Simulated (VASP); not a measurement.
Write the native input for VASP 6.6.1 that does the following.

| Quantity | Value |
| --- | --- |
| Task | single point |
| Functional | PBE |
| Potentials or basis | VASP PAW PBE potentials, release 64 (Al, N) |
| Cutoff | 520 eV |
| k mesh | 6 × 6 × 6 |
| Occupations | gaussian, width 0.05 eV |
| Spin | no spin polarisation |
| Dipole correction | no |
| Further INCAR settings | ALGO = Normal; EDIFF = 1e-06; NBANDS = 16 |

The structure of AlN lies in POSCAR:

```
AlN
1.0
    0.0000000000     -2.2015682416     -2.2015682416
   -2.2015682416      0.0000000000     -2.2015682416
    2.2015682416      2.2015682416     -4.4031364832
Al N
2 2
Direct
   -0.0148428478      0.0516990043     -0.0026527651
    0.5095373176      0.4429954656      0.4973472349
    0.3691870651      0.4288119192      0.8801099938
    0.8910329224      0.8314080683      0.3801099938
```

This cell differs from its parent crystal: mode 4 frozen in at -0.154 Å and mode 10 at -0.045 Å (largest displacements).

One way to write it, as run:

INCAR

```
SYSTEM = AlN
ALGO = Normal
EDIFF = 1E-6
ENCUT = 520
GGA = PE
ISIF = 2
ISMEAR = 0
LASPH = .TRUE.
LCHARG = .FALSE.
LREAL = .FALSE.
LWAVE = .FALSE.
NBANDS = 16
NELM = 80
PREC = Accurate
SIGMA = 0.05
```

KPOINTS

```
k-points
0
G
  6 6 6
  0 0 0
```

Potentials or basis: VASP PAW PBE potentials, release 64 (Al, N).

Run with:

```bash
$ cat potpaw_PBE.64/Al/POTCAR potpaw_PBE.64/N/POTCAR > POTCAR
$ mpirun -np 1 vasp_std > vasp.out
```

Results of the run:

```
Pressure               : -0.2 GPa
Largest force          : 1.595 eV/Å
Band gap on the k mesh : 3.04 eV, indirect (least direct gap 3.55 eV)
```

Caveat: the cell differs from its parent crystal (mode 4 frozen in at -0.154 Å and mode 10 at -0.045 Å (largest displacements)); forces of over 1 eV/Å act on the atoms, so gaps and moduli don't describe the material at rest.

Wall time 52 s on 1 thread of AMD EPYC 7R43 64-Core Processor (Zen 3), on a shared host, peak memory 0.16 GiB.
